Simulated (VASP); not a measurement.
# Si16Ge (a cell with a defect) in VASP: further runs, part 2 of 2

VASP 6.6.1. Earlier steps stand in the parts before.

### 4 Single point, PBEsol

Contents of INCAR:

```
SYSTEM = Si16Ge
PREC = Accurate
ENCUT = 520
EDIFF = 1E-7
ISMEAR = 0
SIGMA = 0.02
LREAL = Auto
LASPH = .True.
NELM = 60
ALGO = Normal
ISIF = 2
LWAVE = .False.
LCHARG = .False.
GGA = PS
NBANDS = 53
```

Contents of KPOINTS:

```
regular mesh
0
Gamma
  2 2 2
  0 0 0
```

Contents of POSCAR:

```
Si16Ge
1.0
    0.0000000000      5.4300000000      5.4300000000
    5.4300000000      0.0000000000      5.4300000000
    5.4300000000      5.4300000000      0.0000000000
Si Ge
16 1
Direct
    0.0224537753     -0.0070598527     -0.0075935543
    0.1317137201      0.1246509208      0.1241127993
   -0.0015154696      0.0114906077      0.4952169429
    0.1324653775      0.1244458564      0.6193939227
   -0.0015132597      0.4957646409      0.0109272560
    0.1324787293      0.6199223757      0.1238980663
   -0.0008091160      0.4962652855      0.4957133517
    0.0975173112      0.6353427256      0.6347788214
    0.5032519337      0.0057821363      0.0052812155
    0.6504781768      0.1171927256      0.1166656538
    0.5033062615      0.0058718232      0.4857438306
    0.6187253223      0.1504148250      0.6143076427
    0.5033046041      0.4862546961      0.0053539595
    0.6187158379      0.6148033149      0.1498843462
    0.4622079190      0.5135318600      0.5129918969
    0.6182141805      0.6169434622      0.6164650092
    0.7045291897      0.7661194291      0.7655918048
```

Potentials or basis: VASP PAW PBE potentials, release 64 (Si, Ge_d).

Launch:

```sh
$ cat potpaw_PBE.64/Si/POTCAR potpaw_PBE.64/Ge_d/POTCAR > POTCAR
$ mpirun -np 1 vasp_std > vasp.out
```

OUTCAR:

```text
SYSTEM = Si16Ge
   PREC = Accurate
   ENCUT = 520
   EDIFF = 1E-7
   ISMEAR = 0
   LREAL = Auto
   LASPH = .True.
   NELM = 60
   ISIF = 2
   GGA = PS

 ion  position               nearest neighbor table
   1  0.022  0.993  0.992-  10 2.33   2 2.34   4 2.34   6 2.34
   2  0.132  0.125  0.124-   3 2.33   5 2.33   9 2.33   1 2.34
   3  0.998  0.011  0.495-   2 2.33   4 2.33   8 2.36  12 2.38  17 2.93
   4  0.132  0.124  0.619-  11 2.33   3 2.33   7 2.33   1 2.34
   5  0.998  0.496  0.011-   2 2.33   6 2.33   8 2.36  14 2.38  17 2.93
   6  0.132  0.620  0.124-  13 2.33   5 2.33   7 2.33   1 2.34
[... 656 lines left out ...]
  Total        8.5447662      9.0641057      9.0732080      0.2897797     -0.0324875      0.2848129
  in kB       42.7544458     45.3530042     45.3985483      1.4499367     -0.1625537      1.4250851
  external PRESSURE =      44.5019994 kB  Pullay stress =       0.0000000 kB

 VOLUME and BASIS-vectors are now :
 -----------------------------------------------------------------------------
  energy-cutoff  :      520.00
  volume of cell :      320.21
      direct lattice vectors                 reciprocal lattice vectors
     0.000000000  5.430000000  5.430000000    -0.092081031  0.092081031  0.092081031
     5.430000000  0.000000000  5.430000000     0.092081031 -0.092081031  0.092081031
     5.430000000  5.430000000  0.000000000     0.092081031  0.092081031 -0.092081031

 POSITION                                       TOTAL-FORCE (eV/Angst)
 -----------------------------------------------------------------------------------
     10.78043      5.51069      5.51359         0.026834     -0.028146     -0.027867
      1.35079      1.38914      1.39206         0.032220     -0.027142     -0.027632
      2.75142      8.11080      5.48416        -0.004425      0.003294     -0.035117
      4.03905      4.08260      1.39503         0.022408     -0.032118     -0.025756
      2.75134      5.48112      8.11378        -0.004624     -0.035499      0.003181
      4.03895      1.39213      4.08554         0.022927     -0.025978     -0.032263
[... 9 lines left out ...]
      6.69741      6.70431      6.70691         0.107460      0.017770      0.017370
      8.31719      7.98276      7.98562        -0.155756      0.163364      0.164561
 -----------------------------------------------------------------------------------
    total drift:                                0.000175     -0.001825     -0.006660

  FREE ENERGIE OF THE ION-ELECTRON SYSTEM (eV)
  ---------------------------------------------------
  free  energy   TOTEN  =       -92.6826164752 eV

  energy  without entropy=      -92.6806551182  energy(sigma->0) =      -92.68163580
```

OSZICAR:

```text
N       E                     dE             d eps       ncg     rms          rms(c)
DAV:   1     0.390140838521E+03    0.39014E+03   -0.30066E+04  1079   0.159E+03
DAV:   2    -0.276345043688E+02   -0.41778E+03   -0.38708E+03   920   0.389E+02
DAV:   3    -0.912401210339E+02   -0.63606E+02   -0.61212E+02  1069   0.104E+02
DAV:   4    -0.944664200965E+02   -0.32263E+01   -0.31868E+01  1056   0.271E+01
DAV:   5    -0.945699888202E+02   -0.10357E+00   -0.10333E+00  1096   0.489E+00    0.147E+01
DAV:   6    -0.932423965822E+02    0.13276E+01   -0.77748E-01  1024   0.304E+00    0.871E+00
DAV:   7    -0.926822533484E+02    0.56014E+00   -0.12767E+00  1000   0.360E+00    0.618E-01
DAV:   8    -0.926819738967E+02    0.27945E-03   -0.91522E-02  1016   0.144E+00    0.357E-01
DAV:   9    -0.926824169770E+02   -0.44308E-03   -0.51219E-03  1096   0.289E-01    0.197E-01
DAV:  10    -0.926825592540E+02   -0.14228E-03   -0.28775E-04  1048   0.752E-02    0.813E-02
DAV:  11    -0.926826156108E+02   -0.56357E-04   -0.97264E-05   968   0.389E-02    0.175E-02
DAV:  12    -0.926826160412E+02   -0.43041E-06   -0.87428E-06  1056   0.117E-02    0.934E-03
DAV:  13    -0.926826164078E+02   -0.36651E-06   -0.21068E-06   992   0.581E-03    0.377E-03
DAV:  14    -0.926826165166E+02   -0.10881E-06   -0.13132E-07   672   0.185E-03    0.111E-03
DAV:  15    -0.926826164752E+02    0.41397E-07   -0.40099E-08   552   0.995E-04
   1 F= -.92682616E+02 E0= -.92681636E+02  d E =-.196136E-02
```

It took 3.6 min on 1 thread of Intel Xeon Platinum 8259CL at 2.50GHz (Skylake/Cascade Lake), shared host; peak memory 0.49 GiB.

What came out:

- Free energy: -92.6826 eV
- Pressure: 4.5 GPa
- Largest force: 0.279 eV/Å
- Band gap on the k mesh: zero (band 39 reaches 6.85 eV, above the bottom of band 40 at 6.62 eV)

Forces on the atoms (eV/Å):
```
Si   0.027 -0.028 -0.028
Si   0.032 -0.027 -0.028
Si  -0.004  0.003 -0.035
Si   0.022 -0.032 -0.026
Si  -0.005 -0.035  0.003
Si   0.023 -0.026 -0.032
Si   0.037  0.009  0.009
Si  -0.089  0.095  0.096
Si   0.035 -0.026 -0.026
Si   0.027 -0.027 -0.028
Si   0.025 -0.038 -0.025
Si  -0.022  0.012 -0.103
Si   0.024 -0.024 -0.039
Si  -0.021 -0.103  0.011
Si  -0.063  0.068  0.067
Si   0.107  0.018  0.017
Ge  -0.156  0.163  0.165
```

Stress tensor (GPa, compression positive):
```
 4.28  0.14  0.14
 0.14  4.54 -0.02
 0.14 -0.02  4.54
```

Caveat: the k points lie up to 0.50 Å⁻¹ apart; the PAW data sets were made with another functional, which shifts forces and pressure a little.

### 5 Single point, PBEsol

Contents of INCAR:

```
ALGO = Normal
EDIFF = 1E-6
ENCUT = 520
GGA = PS
ISIF = 2
ISMEAR = 0
LASPH = T
LCHARG = T
LELF = T
LREAL = Auto
LVHAR = T
LWAVE = F
NBANDS = 53
NELM = 80
PREC = Accurate
SIGMA = 0.02
```

Contents of KPOINTS:

```
k-points
0
Gamma
  2 2 2
```

Contents of POSCAR:

```
Si16Ge
1.0
    0.0000000000      5.4300000000      5.4300000000
    5.4300000000      0.0000000000      5.4300000000
    5.4300000000      5.4300000000      0.0000000000
Si Ge
16 1
Direct
    0.0457635359     -0.0150152855     -0.0147329650
    0.1330832413      0.1276233886      0.1279121547
   -0.0122318600      0.0158714549      0.4988246777
    0.1330203499      0.1276984346      0.6126656538
   -0.0122553407      0.4985336096      0.0161790976
    0.1329951197      0.6123860958      0.1279956722
   -0.0123159300      0.4985875691      0.4988860958
    0.0717946593      0.6429777164      0.6432828729
    0.5115237569      0.0085674033      0.0088502762
    0.6756081952      0.1083512891      0.1086413444
    0.5114766114      0.0086981584      0.4722996317
    0.6163397790      0.1538913444      0.6155467772
    0.5114500921      0.4720060773      0.0090007366
    0.6163164825      0.6152592081      0.1541864641
    0.4465071823      0.5180662983      0.5183651934
    0.6162823204      0.6152622468      0.6155675875
    0.4574093923      0.8477138122      0.8480084715
```

Launch:

```sh
$ cat potpaw_PBE.64/Si/POTCAR potpaw_PBE.64/Ge_d/POTCAR > POTCAR
$ mpirun -np 1 vasp_std > vasp.out
```

It took 4.2 min on 1 thread of Intel Xeon Platinum 8259CL at 2.50GHz (Skylake/Cascade Lake), shared host; peak memory 0.49 GiB.

It converged, with:

| Property | Result |
| --- | --- |
| Free energy | -92.5103 eV |
| Pressure | 4.0 GPa |
| Largest force | 0.567 eV/Å |
| Band gap on the k mesh | zero (band 39 reaches 6.79 eV, above the bottom of band 40 at 6.62 eV) |

Forces on the atoms (eV/Å):
```
Si   0.005 -0.004 -0.005
Si   0.002  0.003  0.005
Si  -0.022  0.022 -0.002
Si  -0.004  0.001  0.004
Si  -0.022 -0.003  0.022
Si  -0.005  0.004  0.000
Si   0.003  0.022  0.022
Si  -0.085  0.086  0.085
Si  -0.018  0.023  0.023
Si  -0.011  0.006  0.007
Si  -0.024  0.018  0.023
Si  -0.041  0.041 -0.028
Si  -0.024  0.023  0.018
Si  -0.041 -0.027  0.041
Si  -0.071  0.071  0.070
Si   0.029  0.041  0.042
Ge   0.328 -0.327 -0.327
```

Stress tensor (GPa, compression positive):
```
 4.03  0.83  0.83
 0.83  4.02 -0.83
 0.83 -0.83  4.01
```

Levels at points of the mesh, in eV from the Fermi level:
| k point | band 35 | band 36 | band 37 | band 38 | band 39 | band 40 | band 41 | band 42 | band 43 | band 44 |
| --- | --- | --- | --- | --- | --- | --- | --- | --- | --- | --- |
| (0.00, 0.00, 0.00) | -1.51 | -0.98 | -0.61 | -0.61 | -0.45 | -0.16 | -0.16 | 0.07 | 0.07 | 0.55 |
| (0.50, 0.00, 0.00) | -1.35 | -1.35 | -1.32 | -1.32 | -0.33 | 0.37 | 0.37 | 1.10 | 1.10 | 1.10 |
| (0.00, 0.50, 0.00) | -1.44 | -1.43 | -1.40 | -1.18 | -0.17 | 0.16 | 0.74 | 0.77 | 0.86 | 1.22 |
| (0.00, 0.00, 0.50) | -1.44 | -1.43 | -1.40 | -1.18 | -0.17 | 0.16 | 0.74 | 0.77 | 0.86 | 1.22 |
| (0.50, 0.50, 0.50) | -1.44 | -1.43 | -1.40 | -1.18 | -0.17 | 0.16 | 0.74 | 0.77 | 0.86 | 1.22 |
| (0.50, 0.50, 0.00) | -2.04 | -1.89 | -1.76 | -1.08 | 0.01 | 0.50 | 1.14 | 1.23 | 1.37 | 1.85 |
| (0.00, 0.50, 0.50) | -2.04 | -1.89 | -1.76 | -1.08 | 0.01 | 0.50 | 1.14 | 1.23 | 1.37 | 1.85 |
| (0.50, 0.00, 0.50) | -2.04 | -1.89 | -1.76 | -1.08 | 0.01 | 0.50 | 1.14 | 1.23 | 1.37 | 1.85 |

Caveat: the k points lie up to 0.50 Å⁻¹ apart; the PAW data sets were made with another functional, which shifts forces and pressure a little.
